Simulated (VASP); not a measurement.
Write the native input for VASP 6.6.1 that does the following.

| Item | Value |
| --- | --- |
| Task | single point |
| Functional | PBE |
| Potentials or basis | VASP PAW PBE potentials, release 64 (Re, P, Ru_pv) |
| Cutoff | 520 eV |
| k mesh | 4 × 4 × 4 |
| Occupations | gaussian, width 0.1 eV |
| Spin | no spin polarisation |
| Dipole correction | no |
| Further INCAR settings | ALGO = Normal; EDIFF = 1e-07; NBANDS = 30 |

The structure of ReP4Ru lies in POSCAR:

```
ReP4Ru
1.0
    0.0000000000      3.7009451900      3.7009451900
    3.7009451900      0.0000000000      3.7009451900
    3.7009451900      3.7009451900      0.0000000000
Re P Ru
1 4 1
Direct
    0.0000000000      0.0000000000      0.0000000000
    0.8766860400      0.3744379900      0.3744379900
    0.3744379900      0.3744379900      0.3744379900
    0.3744379900      0.8766860400      0.3744379900
    0.3744379900      0.3744379900      0.8766860400
    0.7500000000      0.7500000000      0.7500000000
```

The cell was generated, and may not be a known phase.

One way to write it, as run:

INCAR

```
SYSTEM = ReP4Ru
PREC = Accurate
ENCUT = 520
EDIFF = 1E-7
ISMEAR = 0
SIGMA = 0.1
LREAL = .FALSE.
LASPH = .TRUE.
NELM = 80
ALGO = Normal
ISIF = 2
LWAVE = .FALSE.
LCHARG = .FALSE.
GGA = PE
NBANDS = 30
```

KPOINTS

```
regular mesh
0
G
  4 4 4
  0 0 0
```

Potentials or basis: VASP PAW PBE potentials, release 64 (Re, P, Ru_pv).

The run is started by

```console
$ cat potpaw_PBE.64/Re/POTCAR potpaw_PBE.64/P/POTCAR potpaw_PBE.64/Ru_pv/POTCAR > POTCAR
$ mpirun -np 1 vasp_std > vasp.out
```

It gave:

The pressure is -20.1 GPa and the largest force is 0.024 eV/Å. The band gap on the k mesh is zero (an odd number of electrons rules out a gap without spin polarisation).

Caveat: the k points lie up to 0.37 Å⁻¹ apart, too coarse for converged energies and pressures of a metal; spin-orbit coupling is left out, which moves the levels of the heavy elements.

Wall time 2.1 min on 1 thread of Intel Xeon 8259CL (shared host), peak memory 0.24 GiB.
